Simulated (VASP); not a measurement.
# AgCl (P6_3/mmc) in VASP: single point with r2SCAN

Aim: the single point of AgCl with r2SCAN.

Program: VASP 6.6.1. These are calculated values, not measurements. Logs are shortened: lines on timing, memory, paths and dates and some standing lists are left out, and cuts for length are marked.

### 1 The cell of the first run

The structure is hexagonal, space group P6_3/mmc (No. 194). Conventional cell: a = 4.518 Å, b = 4.518 Å, c = 5.723 Å, α = 90.00°, β = 90.00°, γ = 120.00°. Ag (site symmetry -6m2) has 5 Cl at 2.61 to 2.86 Å within 3.4 Å. Cl (site symmetry -6m2) has 5 Ag at 2.61 to 2.86 Å within 3.4 Å.

### 2 Single point, r2SCAN

Input file POSCAR:

```
AgCl
1.0
    4.5183989971      0.0000000000      0.0000000000
   -2.2591994986      3.9130483159      0.0000000000
    0.0000000000      0.0000000000      5.7230254441
Ag Cl
2 2
Direct
    0.3333333333      0.6666666667      0.2500000000
    0.6666666667      0.3333333333      0.7500000000
    0.6666666667      0.3333333333      0.2500000000
    0.3333333333      0.6666666667      0.7500000000
```

Input file INCAR.step1:

```
ALGO     = Normal         # electronic algorithm
EDIFF    = 1E-4           # SCF threshold, eV
ENCUT    = 520            # plane-wave cutoff, eV
GGA      = PE             # functional
ISMEAR   = 1              # smearing method
LASPH    = T              # aspherical terms in the spheres
LCHARG   = F              # write CHGCAR
LREAL    = F              # projectors in reciprocal space
LWAVE    = T              # write WAVECAR
NBANDS   = 26             # bands
NELM     = 60             # most SCF steps
PREC     = Accurate       # precision mode
SIGMA    = 0.251          # smearing width, eV
```

Input file INCAR.step2:

```
ALGO     = Normal         # electronic algorithm
EDIFF    = 1E-6           # SCF threshold, eV
ENCUT    = 520            # plane-wave cutoff, eV
ISIF     = 2              # what is computed and relaxed
ISMEAR   = 1              # smearing method
ISTART   = 1            
LASPH    = T              # aspherical terms in the spheres
LCHARG   = T              # write CHGCAR
LELF     = T              # ELF
LMIXTAU  = T            
LREAL    = F              # projectors in reciprocal space
LVHAR    = T            
LWAVE    = F              # write WAVECAR
METAGGA  = R2SCAN         # meta-GGA
NBANDS   = 26             # bands
NELM     = 60             # most SCF steps
PREC     = Accurate       # precision mode
SIGMA    = 0.251          # smearing width, eV
```

Input file KPOINTS:

```
k-points
0
Gamma
  6 6 4
```

Potentials or basis: VASP PAW PBE potentials, release 64 (Ag, Cl).

Launch:

```sh
cat potpaw_PBE.64/Ag/POTCAR potpaw_PBE.64/Cl/POTCAR > POTCAR
cp INCAR.step1 INCAR
mpirun -np 1 vasp_std > vasp.out
cp INCAR.step2 INCAR
mpirun -np 1 vasp_std > vasp.out
```

OUTCAR:

```text
EDIFF = 1E-6
   ENCUT = 520
   ISIF = 2
   ISMEAR = 1
   ISTART = 1
   LASPH = T
   LREAL = F
   METAGGA = R2SCAN
   NELM = 60
   PREC = Accurate

 ion  position               nearest neighbor table
   1  0.333  0.667  0.250-   3 2.61   3 2.61   3 2.61   4 2.86   4 2.86
   2  0.667  0.333  0.750-   4 2.61   4 2.61   4 2.61   3 2.86   3 2.86
   3  0.667  0.333  0.250-   1 2.61   1 2.61   1 2.61   2 2.86   2 2.86
   4  0.333  0.667  0.750-   2 2.61   2 2.61   2 2.61   1 2.86   1 2.86

  LATTYP: Found a hexagonal cell.
 ALAT       =     4.5183989971
 C/A-ratio  =     1.2666047084

  Lattice vectors:

 A1 = (   4.5183989971,   0.0000000000,   0.0000000000)
 A2 = (  -2.2591994986,   3.9130483159,   0.0000000000)
 A3 = (   0.0000000000,   0.0000000000,   5.7230254441)

Analysis of symmetry for initial positions (statically):
=====================================================================
 Subroutine PRICEL returns:
 Original cell was already a primitive cell.

 Routine SETGRP: Setting up the symmetry group for a
 hexagonal supercell.

 Subroutine GETGRP returns: Found 24 space group operations
 (whereof 12 operations were pure point group operations)
 out of a pool of 24 trial point group operations.

The static configuration has the point symmetry D_3d.
 The point group associated with its full space group is D_6h.

Analysis of symmetry for dynamics (positions and initial velocities):
=====================================================================
 Subroutine PRICEL returns:
 Original cell was already a primitive cell.

 Routine SETGRP: Setting up the symmetry group for a
 hexagonal supercell.

 Subroutine GETGRP returns: Found 24 space group operations
 (whereof 12 operations were pure point group operations)
 out of a pool of 24 trial point group operations.

The dynamic configuration has the point symmetry D_3d.
 The point group associated with its full space group is D_6h.

 Subroutine INISYM returns: Found 24 space group operations
 (whereof 12 operations are pure point group operations),
 and found     1 'primitive' translations

----------------------------------------------------------------------------------------

                                     Primitive cell

  volume of cell :     101.1872

  direct lattice vectors                    reciprocal lattice vectors
     4.518398997  0.000000000  0.000000000     0.221317330  0.127777620  0.000000000
    -2.259199499  3.913048316  0.000000000     0.000000000  0.255555240  0.000000000
     0.000000000  0.000000000  5.723025444     0.000000000  0.000000000  0.174732755

  length of vectors
     4.518398997  4.518398997  5.723025444     0.255555240  0.255555240  0.174732755

  position of ions in fractional coordinates (direct lattice)
     0.333333333  0.666666667  0.250000000
     0.666666667  0.333333333  0.750000000
     0.666666667  0.333333333  0.250000000
     0.333333333  0.666666667  0.750000000

  ion indices of the primitive-cell ions
   primitive index   ion index
                 1           1
                 2           2
                 3           3
                 4           4

----------------------------------------------------------------------------------------

 KPOINTS: k-points

Automatic generation of k-mesh.
 Grid dimensions read from file:
 generate k-points for:    6    6    4

 Generating k-lattice:

  Cartesian coordinates                     Fractional coordinates (reciprocal lattice)
     0.036886222  0.021296270  0.000000000     0.166666667  0.000000000  0.000000000
     0.000000000  0.042592540  0.000000000     0.000000000  0.166666667  0.000000000
     0.000000000  0.000000000  0.043683189     0.000000000  0.000000000  0.250000000

  Length of vectors
     0.042592540  0.042592540  0.043683189

  Shift w.r.t. Gamma in fractional coordinates (k-lattice)
     0.000000000  0.000000000  0.000000000

 Subroutine IBZKPT returns following result:
 ===========================================

 Found     21 irreducible k-points:

 Following reciprocal coordinates:
            Coordinates               Weight
  0.000000  0.000000  0.000000      1.000000
  0.166667  0.000000  0.000000      6.000000
  0.333333  0.000000  0.000000      6.000000
  0.500000  0.000000  0.000000      3.000000
  0.166667  0.166667  0.000000      6.000000
  0.333333  0.166667  0.000000     12.000000
[... 13 lines left out ...]
  0.333333  0.166667  0.500000     12.000000
  0.333333  0.333333  0.500000      2.000000
   k-points           NKPTS =     21   k-points in BZ     NKDIM =     21   number of bands    NBANDS=     26
   number of dos      NEDOS =    301   number of ions     NIONS =      4
   total plane-waves  NPLWV =  62208
   dimension x,y,z NGX =    36 NGY =   36 NGZ =   48
   dimension x,y,z NGXF=    72 NGYF=   72 NGZF=   96
   ions per type =               2   2
   NGX,Y,Z   is equivalent  to a cutoff of  13.25, 13.25, 13.94 a.u.
   NGXF,Y,Z  is equivalent  to a cutoff of  26.49, 26.49, 27.89 a.u.
 SYSTEM =  unknown system
   PREC   = accura    normal or accurate (medium, high low for compatibility)
   ISTART =      1    job   : 0-new  1-cont  2-samecut
   ICHARG =      0    charge: 1-file 2-atom 10-const
   ISPIN  =      1    spin polarized calculation?
   LNONCOLLINEAR =      F non collinear calculations
   LSORBIT =      F    spin-orbit coupling
   LASPH  =      T    aspherical Exc in radial PAW
   ENCUT  =  520.0 eV  38.22 Ry    6.18 a.u.   8.40  8.40 10.64*2*pi/ulx,y,z
   NELM   =     60;   NELMIN=  2; NELMDL=  0     # of ELM steps
   EDIFF  = 0.1E-05   stopping-criterion for ELM
   LREAL  =      F    real-space projection
   EDIFFG = 0.1E-04   stopping-criterion for IOM
   NSW    =      0    number of steps for IOM
   IBRION =     -1    ionic relax: 0-MD 1-quasi-New 2-CG
   NFREE  =      0    steps in history (QN), initial steepest desc. (CG)
   ISIF   =      2    stress and relaxation
   ISYM   =      2    0-nonsym 1-usesym 2-fastsym
   POTIM  = 0.5000    time-step for ionic-motion
   TEBEG  =    0.0;   TEEND  =   0.0 temperature during run
   PSTRESS=    0.0 pullay stress
   NELECT =      36.0000    total number of electrons
   NUPDOWN=      -1.0000    fix difference up-down
   EMIN   =  10.00;   EMAX   =-10.00  energy-range for DOS
   EFERMI =   0.00;   METHOD = LEGACY
   ISMEAR =     1;   SIGMA  =   0.25  broadening in eV -4-tet -1-fermi 0-gaus
   EFERMI_NEDOS =   21; number of points for ismear=-14 and -15
   IALGO  =     38    algorithm
   IMIX   =      4    mixing-type and parameters
     AMIX     =   0.40;   BMIX     =  1.00
     AMIX_MAG =   1.60;   BMIX_MAG =  1.00
  volume/ion in A,a.u.               =      25.30       170.71
  Fermi-wavevector in a.u.,A,eV,Ry     =   1.160025  2.192129 18.308774  1.345657
  Thomas-Fermi vector in A             =   2.296611
   LORBIT       =      0    0 simple, 1 ext, 2 COOP (PROOUT), +10 PAW based schemes
   METAGGA = R2SCAN    functional components
   LHFCALC =     F    Hartree Fock is set to
   AEXX    =    0.0000 exact exchange contribution
   IVDW    =     0    specifies the selected vdW correction
   LEPSILON=     F    determine dielectric tensor
   LRPA    =     F    only Hartree local field effects (RPA)
 non-spin polarized calculation
 Methfessel and Paxton  Order N= 1 SIGMA  =   0.25
  energy-cutoff  :      520.00
  volume of cell :      101.19
 maximum number of plane-waves:      2757
 NGX is ok and might be reduce to    36
   NGX = 17   NGY = 17   NGZ = 21

 number of electron      35.9999989 magnetization

 Free energy of the ion-electron system (eV)
  ---------------------------------------------------
  ext. energy  EPLUGINS =         0.00000000
  ---------------------------------------------------
  free energy    TOTEN  =       -57.13144278 eV

  energy without entropy =      -57.14660662  energy(sigma->0) =      -57.13649740

 E-fermi :   1.9304     XC(G=0):  -9.4037

 val. band max:        1.8220947333   @ k =   0.3333   0.3333   0.5000
 cond. band min:       3.5928005088   @ k =   0.0000   0.0000   0.0000
 fundamental gap:      1.7707057754
 Fermi energy:         1.9303968100

 k-point     1 :       0.0000    0.0000    0.0000
  band No.  band energies     occupation
      1     -13.6374      2.00000
      2     -13.2628      2.00000
      3      -2.4284      2.00000
      4      -2.4284      2.00000
      5      -2.2076      2.00000
      6      -2.2076      2.00000
[... 18 lines left out ...]
     25      10.9091      0.00000
     26      12.6312      0.00000

 k-point     2 :       0.1667    0.0000    0.0000
  band No.  band energies     occupation
      1     -13.5952      2.00000
      2     -13.2637      2.00000
      3      -2.4415      2.00000
      4      -2.3557      2.00000
      5      -2.2359      2.00000
      6      -2.0734      2.00000
[... 18 lines left out ...]
     25      11.3771      0.00000
     26      12.3928      0.00000

 k-point     3 :       0.3333    0.0000    0.0000
  band No.  band energies     occupation
      1     -13.4966      2.00000
      2     -13.2788      2.00000
      3      -2.4912      2.00000
      4      -2.1816      2.00000
      5      -2.1732      2.00000
      6      -1.9418      2.00000
[... 18 lines left out ...]
     25      11.7219      0.00000
     26      12.3473      0.00000

 k-point     4 :       0.5000    0.0000    0.0000
  band No.  band energies     occupation
      1     -13.4288      2.00000
      2     -13.3046      2.00000
      3      -2.5153      2.00000
      4      -2.0959      2.00000
      5      -2.0590      2.00000
      6      -1.7970      2.00000
[... 18 lines left out ...]
     25      12.2006      0.00000
     26      12.7206      0.00000
[... 409 lines left out ...]
      1     -13.3788      2.00000
      2     -13.3788      2.00000
      3      -2.6340      2.00000
      4      -2.6340      2.00000
      5      -2.1099      2.00000
      6      -2.1099      2.00000
[... 18 lines left out ...]
     25      10.9607      0.00000
     26      10.9607      0.00000

 k-point    20 :       0.3333    0.1667    0.5000
  band No.  band energies     occupation
      1     -13.3448      2.00000
      2     -13.3448      2.00000
      3      -2.6969      2.00000
      4      -2.6969      2.00000
      5      -1.9734      2.00000
      6      -1.9734      2.00000
[... 18 lines left out ...]
     25      11.6424      0.00000
     26      11.6424      0.00000

 k-point    21 :       0.3333    0.3333    0.5000
  band No.  band energies     occupation
      1     -13.3335      2.00000
      2     -13.3335      2.00000
      3      -2.6832      2.00000
      4      -2.6832      2.00000
      5      -1.9399      2.00000
      6      -1.9399      2.00000
[... 18 lines left out ...]
     25      11.8345      0.00000
     26      11.8345      0.00000

------------------------ aborting loop because EDIFF is reached ----------------------------------------

  FORCE on cell =-STRESS in cart. coord.  units (eV):
  Direction    XX          YY          ZZ          XY          YZ          ZX
  --------------------------------------------------------------------------------------
  -------------------------------------------------------------------------------------
  Total       -0.0277092     -0.0277092     -0.1054573      0.0000000      0.0000000      0.0000000
  in kB       -0.4387416     -0.4387416     -1.6697902      0.0000000      0.0000000      0.0000000
  external PRESSURE =      -0.8490911 kB  Pullay stress =       0.0000000 kB

 VOLUME and BASIS-vectors are now :
 -----------------------------------------------------------------------------
  energy-cutoff  :      520.00
  volume of cell :      101.19
      direct lattice vectors                 reciprocal lattice vectors
     4.518398997  0.000000000  0.000000000     0.221317330  0.127777620  0.000000000
    -2.259199499  3.913048316  0.000000000     0.000000000  0.255555240  0.000000000
     0.000000000  0.000000000  5.723025444     0.000000000  0.000000000  0.174732755

 POSITION                                       TOTAL-FORCE (eV/Angst)
 -----------------------------------------------------------------------------------
     -0.00000      2.60870      1.43076        -0.000000      0.000000      0.000000
      2.25920      1.30435      4.29227         0.000000     -0.000000      0.000000
      2.25920      1.30435      1.43076         0.000000     -0.000000      0.000000
     -0.00000      2.60870      4.29227        -0.000000      0.000000      0.000000
 -----------------------------------------------------------------------------------
    total drift:                               -0.000000      0.000000     -0.000000

  FREE ENERGIE OF THE ION-ELECTRON SYSTEM (eV)
  ---------------------------------------------------
  free  energy   TOTEN  =       -57.1314427811 eV

  energy  without entropy=      -57.1466066243  energy(sigma->0) =      -57.13649740
```

It took 2.6 min on 1 thread of Intel Xeon Platinum 8488C (Sapphire Rapids), shared host; peak memory 0.26 GiB.

What came out:

```
Free energy            : -57.1314 eV
Pressure               : -0.1 GPa
Band gap on the k mesh : 1.77 eV (least direct gap 1.78 eV)
```

Caveat: the PAW data sets were made with another functional, which shifts forces and pressure a little.
